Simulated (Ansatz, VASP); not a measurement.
Two plane-wave programs on Os

```
Os
1.0
     2.73410    0.00000    0.00000
    -1.36705    2.36780    0.00000
     0.00000    0.00000    4.31970
Os
2
Direct
  0.21095 0.57708 0.25000
  0.66667 0.33333 0.75000
```

Alike in both runs: task single point; functional PBEsol; k mesh 18 × 18 × 12; occupations gaussian, width 0.15 eV; no spin polarisation.

```csv
,VASP,Ansatz
version,VASP 6.6.1,Ansatz 0.2.0
potentials or method,"VASP PAW PBE potentials, release 64 (Os), cutoff 520 eV","scalar-relativistic, plane waves, PAW"
valence electrons in the cell,16,32
```

Ansatz gave:

```
gap on the k mesh at the Fermi level (eV)                     : none
pressure (GPa)                                                : 3.3
traceless stress, the component that is largest in VASP (GPa) : 8.31
rms of the force components (eV/Å)                            : 1.486
```

What did VASP give for the same quantities?

gap on the k mesh at the Fermi level (eV): none; pressure (GPa): 3.8; traceless stress, the component that is largest in VASP (GPa): 8.12; rms of the force components (eV/Å): 1.472.

VASP's potentials were made for PBE, not for PBEsol. Atom by atom the forces differ by 0.015 eV/Å (rms over components). A gap of «none» marks a metal or a gap that the smearing closes. VASP's potentials hold 16 valence electrons a cell and Ansatz's 32, so a difference there can come from the potentials and not from the codes.

Spin-orbit coupling is off throughout.
